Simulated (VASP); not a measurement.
Runs of VASP 6.6.1 on BaS. The structure is that of space group Fm-3m (No. 225), or close to it. The cells are those of the table. 

| spin | cell | pressure (GPa) | moment (μB) |
| --- | --- | --- | --- |
| non-collinear, zero start, SOC | a = 4.467, b = 4.467, c = 4.478 Å, angles 59.9, 59.9, 60.2°, 2 atoms | 0.9 | 0.00 |
| off | a = 4.478 Å, angles 60.0°, 2 atoms | 0.7 | - |
| non-collinear, zero start, SOC | a = 4.455 Å, angles 60.0°, 2 atoms | 1.4 | 0.00 |
| non-collinear, zero start, SOC | a = 4.500 Å, angles 60.0°, 2 atoms | (a) | 0.00 |
| non-collinear, zero start, SOC | a = 4.478 Å, angles 60.0°, 2 atoms | (b) | 0.00 |

Alike in all rows: task single point; level PBEsol; potentials or basis VASP PAW PBE potentials, release 64 (Ba_sv, S); k mesh 8 × 8 × 8; cutoff (eV) 520; smearing gaussian 0.01 eV.

Q: Estimate the missing entries.

A: (a) -0.1; (b) 0.6.

Caveats: the PAW data sets were made with another functional, which shifts forces and pressure a little.
